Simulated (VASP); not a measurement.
Write the native input for VASP 6.6.1 that does the following.

| Item | Value |
| --- | --- |
| Task | single point |
| Functional | RPBE |
| Potentials or basis | VASP PAW PBE potentials, release 64 (In_d, P) |
| Cutoff | 500 eV |
| k mesh | 8 × 8 × 8 |
| Occupations | gaussian, width 0.05 eV |
| Spin | no spin polarisation |
| Dipole correction | no |
| Further INCAR settings | ALGO = Normal; EDIFF = 1e-06; NBANDS = 16 |

The structure of InP lies in POSCAR:

```
InP
1.0
    0.0000000000      2.7918260636      2.7918260636
    2.7918260636      0.0000000000      2.7918260636
    2.7918260636      2.7918260636      0.0000000000
In P
1 1
Direct
    0.0000000000      0.0000000000      0.0000000000
    0.5000000000      0.5000000000      0.5000000000
```

The input as run:

INCAR

```
SYSTEM = InP
PREC = Accurate ; ENCUT = 500
EDIFF = 1E-6 ; ISMEAR = 0
SIGMA = 0.05 ; LREAL = .False.
LASPH = .True. ; NELM = 120
ALGO = Normal ; ISIF = 2
LWAVE = .False. ; LCHARG = .False.
GGA = RP ; NBANDS = 16
GGA_COMPAT = .False.
```

KPOINTS

```
Automatic mesh
0
Gamma
  8 8 8
  0 0 0
```

Potentials or basis: VASP PAW PBE potentials, release 64 (In_d, P).

Command:

```sh
$ cat potpaw_PBE.64/In_d/POTCAR potpaw_PBE.64/P/POTCAR > POTCAR
$ mpirun -np 1 vasp_std > vasp.out
```

It gave:

```yaml
Pressure: -0.1 GPa
Band_gap_on_the_k_mesh: zero (band 9 reaches 7.13 eV, above the bottom of band 10 at 4.61 eV)
```

Caveat: the PAW data sets were made with another functional, which shifts forces and pressure a little; spin-orbit coupling is left out, which moves the levels of the heavy elements.

Wall time 11 s on 1 thread of Intel(R) Xeon(R) 6975P-C (Granite Rapids) (shared host), peak memory 0.17 GiB.
